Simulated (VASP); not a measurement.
# SiW6: single point with PBE+D3(BJ)

The system is SiW6, a slab with vacuum.

```
W Si
1.0
     4.46825    0.00000    0.00000
    -2.23413    3.86962    0.00000
     0.00000    0.00000   21.62591
W Si
6 1
Direct
  0.66667 0.33333 0.18496
  0.33333 0.66667 0.22714
  0.00000 0.00000 0.26931
  0.66667 0.33333 0.30851
  0.33333 0.66667 0.34830
  0.00000 0.00000 0.38500
  0.66667 0.33333 0.53759
```

- Program: VASP 6.6.1
- Task: single point
- Functional: PBE
- Dispersion: D3(BJ)
- Potentials or basis: VASP PAW PBE potentials, release 64 (W_sv, Si)
- Cutoff: 520 eV
- k mesh: 6 × 6 × 1
- Occupations: gaussian, width 0.1 eV
- Spin: no spin polarisation

The largest force is 5.194 eV/Å. The dispersion energy per atom is -0.410 eV.

Forces on the atoms (eV/Å):
```
W    0.000  0.000  1.976
W    0.000  0.000 -0.865
W    0.000  0.000 -1.901
W    0.000  0.000 -3.242
W    0.000  0.000 -0.107
W    0.000  0.000  5.194
Si   0.000  0.000 -1.054
```

Levels at points of the mesh, in eV from the Fermi level:
```tsv
k point	band 42	band 43	band 44	band 45	band 46	band 47
(0.00, 0.00, 0.00)	-1.07	-0.97	-0.46	0.59	1.45	1.45
(0.50, 0.00, 0.00)	-0.67	-0.27	-0.03	0.18	0.31	0.75
```

Wall time 3.7 min on 1 thread of Intel(R) Xeon(R) 6975P-C (Granite Rapids) (shared host), peak memory 0.52 GiB.

Caveat: spin-orbit coupling is left out, which moves the levels of the heavy elements.
